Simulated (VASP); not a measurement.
# BaF2 (Fm-3m) in VASP: a series of runs, part 3 of 3

VASP 6.6.1. The steps go on from the part before.

**5. Single point, PBE (21.52 Å³/atom)**

This run uses another cell than the first one, of 21.52 Å³/atom.

Input file INCAR:

```
PREC = Accurate
ENCUT = 600
EDIFF = 1E-6
ISMEAR = 0
SIGMA = 0.02
LREAL = False
LASPH = True
NELM = 120
ALGO = Normal
ISIF = 2
LWAVE = False
LCHARG = False
GGA = PE
NBANDS = 19
GGA_COMPAT = False
```

Input file KPOINTS:

```
Automatic mesh
0
Gamma
  6 6 6
```

Input file POSCAR:

```
BaF2
1.0
    0.0000000000      3.1842518177      3.1842518177
    3.1842518177      0.0000000000      3.1842518177
    3.1842518177      3.1842518177      0.0000000000
Ba F
1 2
Direct
    0.0000000000      0.0000000000      0.0000000000
    0.2500000000      0.2500000000      0.2500000000
    0.7500000000      0.7500000000      0.7500000000
```

Potentials or basis: VASP PAW PBE potentials, release 64 (Ba_sv, F).

On the command line:

```
$ cat potpaw_PBE.64/Ba_sv/POTCAR potpaw_PBE.64/F/POTCAR > POTCAR
$ mpirun -np 1 vasp_std > vasp.out
```

OUTCAR:

```text
PREC = Accurate
   ENCUT = 600
   EDIFF = 1E-6
   ISMEAR = 0
   LREAL = False
   LASPH = True
   NELM = 120
   ISIF = 2
   GGA = PE

 ion  position               nearest neighbor table
   1  0.000  0.000  0.000-   3 2.76   3 2.76   3 2.76   2 2.76   3 2.76   2 2.76   2 2.76   2 2.76

   2  0.250  0.250  0.250-   1 2.76   1 2.76   1 2.76   1 2.76
   3  0.750  0.750  0.750-   1 2.76   1 2.76   1 2.76   1 2.76

  LATTYP: Found a face centered cubic cell.
 ALAT       =     6.3685036354

  Lattice vectors:

 A1 = (   0.0000000000,   3.1842518177,   3.1842518177)
 A2 = (   3.1842518177,   0.0000000000,   3.1842518177)
 A3 = (   3.1842518177,   3.1842518177,   0.0000000000)

Analysis of symmetry for initial positions (statically):
=====================================================================
 Subroutine PRICEL returns:
 Original cell was already a primitive cell.

 Routine SETGRP: Setting up the symmetry group for a
 face centered cubic supercell.

 Subroutine GETGRP returns: Found 48 space group operations
 (whereof 48 operations were pure point group operations)
 out of a pool of 48 trial point group operations.

The static configuration has the point symmetry O_h .

Analysis of symmetry for dynamics (positions and initial velocities):
=====================================================================
 Subroutine PRICEL returns:
 Original cell was already a primitive cell.

 Routine SETGRP: Setting up the symmetry group for a
 face centered cubic supercell.

 Subroutine GETGRP returns: Found 48 space group operations
 (whereof 48 operations were pure point group operations)
 out of a pool of 48 trial point group operations.

The dynamic configuration has the point symmetry O_h .

 Subroutine INISYM returns: Found 48 space group operations
 (whereof 48 operations are pure point group operations),
[... 104 lines left out ...]
   ISMEAR =     0;   SIGMA  =   0.02  broadening in eV -4-tet -1-fermi 0-gaus
   EFERMI_NEDOS =   21; number of points for ismear=-14 and -15
   IALGO  =     38    algorithm
   IMIX   =      4    mixing-type and parameters
     AMIX     =   0.40;   BMIX     =  1.00
     AMIX_MAG =   1.60;   BMIX_MAG =  1.00
  volume/ion in A,a.u.               =      21.52       145.25
  Fermi-wavevector in a.u.,A,eV,Ry     =   1.177049  2.224300 18.850112  1.385444
  Thomas-Fermi vector in A             =   2.313402
   LORBIT       =      0    0 simple, 1 ext, 2 COOP (PROOUT), +10 PAW based schemes
   GGA     = PE    functional components
   LHFCALC =     F    Hartree Fock is set to
   AEXX    =    0.0000 exact exchange contribution
   IVDW    =     0    specifies the selected vdW correction
   LEPSILON=     F    determine dielectric tensor
   LRPA    =     F    only Hartree local field effects (RPA)
 non-spin polarized calculation
 Gauss-broadening in eV      SIGMA  =   0.02
  energy-cutoff  :      600.00
  volume of cell :       64.57
 maximum number of plane-waves:      2176
   NGX = 17   NGY = 17   NGZ = 17

 number of electron      24.0000008 magnetization

 Free energy of the ion-electron system (eV)
  ---------------------------------------------------
  ext. energy  EPLUGINS =         0.00000000
  ---------------------------------------------------
  free energy    TOTEN  =       -17.11950893 eV

  energy without entropy =      -17.11950893  energy(sigma->0) =      -17.11950893

 E-fermi :  -2.2123     XC(G=0):  -8.3387

 val. band max:       -2.3770004113   @ k =  -0.1667   0.1667   0.0000
 cond. band min:       4.0394411302   @ k =   0.0000   0.0000   0.0000
 fundamental gap:      6.4164415415
 Fermi energy:        -2.2123347120

 k-point     1 :       0.0000    0.0000    0.0000
  band No.  band energies     occupation
      1     -25.7220      2.00000
      2     -21.2245      2.00000
      3     -21.1934      2.00000
      4     -10.6487      2.00000
      5     -10.6487      2.00000
      6     -10.6487      2.00000
[... 329 lines left out ...]
      6     -10.6412      2.00000
[... 11 lines left out ...]
     18      11.2575      0.00000
     19      11.3940      0.00000

------------------------ aborting loop because EDIFF is reached ----------------------------------------

  FORCE on cell =-STRESS in cart. coord.  units (eV):
  Direction    XX          YY          ZZ          XY          YZ          ZX
  --------------------------------------------------------------------------------------
  -------------------------------------------------------------------------------------
  Total       -0.8335586     -0.8335586     -0.8335586      0.0000000      0.0000000     -0.0000000
  in kB      -20.6820929    -20.6820929    -20.6820929      0.0000000      0.0000000     -0.0000000
  external PRESSURE =     -20.6820929 kB  Pullay stress =       0.0000000 kB

 VOLUME and BASIS-vectors are now :
 -----------------------------------------------------------------------------
  energy-cutoff  :      600.00
  volume of cell :       64.57
      direct lattice vectors                 reciprocal lattice vectors
     0.000000000  3.184251818  3.184251818    -0.157022757  0.157022757  0.157022757
     3.184251818  0.000000000  3.184251818     0.157022757 -0.157022757  0.157022757
     3.184251818  3.184251818  0.000000000     0.157022757  0.157022757 -0.157022757

 POSITION                                       TOTAL-FORCE (eV/Angst)
 -----------------------------------------------------------------------------------
      0.00000      0.00000      0.00000        -0.000000     -0.000000     -0.000000
      1.59213      1.59213      1.59213        -0.000000     -0.000000     -0.000000
      4.77638      4.77638      4.77638         0.000000      0.000000      0.000000
 -----------------------------------------------------------------------------------
    total drift:                                0.000000      0.000000      0.000000

  FREE ENERGIE OF THE ION-ELECTRON SYSTEM (eV)
  ---------------------------------------------------
  free  energy   TOTEN  =       -17.1195089266 eV

  energy  without entropy=      -17.1195089266  energy(sigma->0) =      -17.11950893
```

OSZICAR:

```text
N       E                     dE             d eps       ncg     rms          rms(c)
DAV:   1     0.157300964893E+03    0.15730E+03   -0.13863E+04   608   0.131E+03
DAV:   2    -0.104562431266E+02   -0.16776E+03   -0.16072E+03   757   0.272E+02
DAV:   3    -0.187738380478E+02   -0.83176E+01   -0.82830E+01   758   0.609E+01
DAV:   4    -0.189314393583E+02   -0.15760E+00   -0.15745E+00   764   0.755E+00
DAV:   5    -0.189353726925E+02   -0.39333E-02   -0.39332E-02   684   0.925E-01    0.829E+00
DAV:   6    -0.171098008327E+02    0.18256E+01   -0.80431E+00   647   0.203E+01    0.389E+00
DAV:   7    -0.170922824694E+02    0.17518E-01   -0.25155E-01   678   0.388E+00    0.200E+00
DAV:   8    -0.171091935206E+02   -0.16911E-01   -0.67821E-02   642   0.280E+00    0.272E-01
DAV:   9    -0.171161514762E+02   -0.69580E-02   -0.84448E-03   664   0.647E-01    0.141E-01
DAV:  10    -0.171194841072E+02   -0.33326E-02   -0.31421E-03   632   0.366E-01    0.344E-02
DAV:  11    -0.171194785718E+02    0.55353E-05   -0.78498E-05   698   0.681E-02    0.163E-02
DAV:  12    -0.171195086188E+02   -0.30047E-04   -0.35645E-05   643   0.419E-02    0.356E-03
DAV:  13    -0.171195089266E+02   -0.30782E-06   -0.46220E-07   617   0.504E-03
   1 F= -.17119509E+02 E0= -.17119509E+02  d E =-.227861E-32
```

stdout:

```text
POSCAR found type information on POSCAR BaF
 POSCAR found :  2 types and       3 ions
 scaLAPACK will be used
 LDA part: xc-table for (Slater+PW92), standard interpolation
 POSCAR, INCAR and KPOINTS ok, starting setup
 FFT: planning ... GRIDC
 FFT: planning ... GRID_SOFT
 FFT: planning ... GRID
 WAVECAR not read
 entering main loop
```

It took 32 s on 1 thread of AMD EPYC 7R13, shared host; peak memory 0.18 GiB.

Results:

```yaml
Free_energy: -17.1195 eV
Pressure: -2.1 GPa
Band_gap_on_the_k_mesh: 6.42 eV (least direct gap 6.46 eV)
```

Caveat: spin-orbit coupling is left out, which moves the levels of the heavy elements.

**6. Single point, PBE (22.34 Å³/atom)**

This run uses another cell than the first one, of 22.34 Å³/atom.

INCAR is that of step 5.

KPOINTS is that of step 5.

Input file POSCAR:

```
BaF2
1.0
    0.0000000000      3.2238117860      3.2238117860
    3.2238117860      0.0000000000      3.2238117860
    3.2238117860      3.2238117860      0.0000000000
Ba F
1 2
Direct
    0.0000000000      0.0000000000      0.0000000000
    0.2500000000      0.2500000000      0.2500000000
    0.7500000000      0.7500000000      0.7500000000
```

Potentials or basis: VASP PAW PBE potentials, release 64 (Ba_sv, F).

On the command line:

```
$ cat potpaw_PBE.64/Ba_sv/POTCAR potpaw_PBE.64/F/POTCAR > POTCAR
$ mpirun -np 1 vasp_std > vasp.out
```

Wall time 39 s (1 thread of AMD EPYC 7R13, shared host); peak memory 0.18 GiB.

The run converged. Its results:

* Free energy: -17.0804 eV
* Pressure: -3.6 GPa
* Band gap on the k mesh: 6.25 eV (least direct gap 6.29 eV)

Levels at points of the mesh, in eV from the valence-band top:
| k point | band 10 | band 11 | band 12 | band 13 | band 14 | band 15 |
| --- | --- | --- | --- | --- | --- | --- |
| (0.00, 0.00, 0.00) | -0.03 | -0.03 | -0.03 | 6.25 | 8.72 | 8.72 |
| (0.50, 0.00, 0.00) | -0.33 | -0.17 | -0.17 | 8.41 | 8.68 | 8.68 |
| (0.50, 0.50, 0.00) | -0.23 | -0.23 | -0.04 | 7.00 | 8.41 | 9.94 |

Caveat: the cell stands under tension; spin-orbit coupling is left out, which moves the levels of the heavy elements. A k mesh can miss the band edges.

**7. Overview**

```tsv
cell	gap on the mesh (eV)	pressure (GPa)
a = 4.372 Å, angles 60.0°, 3 atoms	6.81	2.8
a = 4.417 Å, angles 60.0°, 3 atoms	6.68	0.9
a = 4.460 Å, angles 60.0°, 3 atoms	6.54	-0.7
a = 4.503 Å, angles 60.0°, 3 atoms	6.42	-2.1
a = 4.559 Å, angles 60.0°, 3 atoms	6.25	-3.6
```

Alike in all rows: task single point; level PBE; potentials or basis VASP PAW PBE potentials, release 64 (Ba_sv, F); no spin polarisation; k mesh 6 × 6 × 6; cutoff (eV) 600; smearing gaussian 0.02 eV.

Caveats: spin-orbit coupling is left out, which moves the levels of the heavy elements; the cell stands under tension (at least some runs).

Absolute energies hang on the potentials; compare differences alone.
